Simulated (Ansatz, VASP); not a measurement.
BN in VASP and in Ansatz

INCAR

```
SYSTEM = BN
ALGO = Normal
EDIFF = 1E-6
ENCUT = 520
GGA = PE
ISIF = 2
ISMEAR = 0
LASPH = .True.
LCHARG = .False.
LREAL = .False.
LWAVE = .False.
NBANDS = 16
NELM = 60
PREC = Accurate
SIGMA = 0.05
```

File KPOINTS:

```
k-points
0
Gamma
  12 12 6
  0 0 0
```

Contents of POSCAR:

```
BN
1.0
    2.7582547698      0.0000000000      0.0000000000
   -1.3791273849      2.3887187008      0.0000000000
    0.0000000000      0.0000000000      4.2268550000
B N
2 2
Direct
    0.6666666667      0.3333333333      0.9997240000
    0.3333333333      0.6666666667      0.4997240000
    0.6666666667      0.3333333333      0.6252760000
    0.3333333333      0.6666666667      0.1252760000
```

Input for Ansatz:

```yaml
crystal:
  lattice:
    - [2.7582547698, 0.0, 0.0]
    - [-1.3791273849, 2.3887187008, 0.0]
    - [0.0, 0.0, 4.226855]
  atoms:
    - { symbol: B, position: [0.6666666667, 0.3333333333, 0.999724] }
    - { symbol: B, position: [0.3333333333, 0.6666666667, 0.499724] }
    - { symbol: "N", position: [0.6666666667, 0.3333333333, 0.625276] }
    - { symbol: "N", position: [0.3333333333, 0.6666666667, 0.125276] }
basis:
  ecutwfc: 420
kpoints:
  mp_grid: { grid: [12, 12, 6] }
hamiltonian:
  xc: pbe
scf:
  occupations: { method: gaussian, width: 0.05 }
output:
  forces: true
  stress: true
  eigenvalues: true
```

Change from the starting cell: strain +0.080 along x and y, +0.000 along z, atoms carried along.

Alike in both runs: task single point; functional PBE; k mesh 12 × 12 × 6; occupations gaussian, width 0.05 eV; no spin polarisation.

```csv
,VASP,Ansatz
version,VASP 6.6.1,Ansatz 0.2.0
potentials or method,"VASP PAW PBE potentials, release 64 (B, N), cutoff 520 eV","scalar-relativistic, plane waves, PAW"
valence electrons in the cell,16,16
```

Ansatz gave:

* gap on the k mesh at the Fermi level (eV): 5.38
* least direct gap on the mesh (eV): 6.30
* pressure (GPa): -40.5
* traceless stress, the component that is largest in VASP (GPa): 32.83
* rms of the force components (eV/Å): 0.081

**Question.** Which values does VASP return?

**Answer.** gap on the k mesh at the Fermi level (eV): 5.37; least direct gap on the mesh (eV): 6.31; pressure (GPa): -40.6; traceless stress, the component that is largest in VASP (GPa): 33.01; rms of the force components (eV/Å): 0.074.

Atom by atom the forces differ by 0.006 eV/Å (rms over components). Both programs put the cell under strong tension, so it lies far from rest at this level.

Noted on VASP's run: the cell as given lies far from equilibrium.
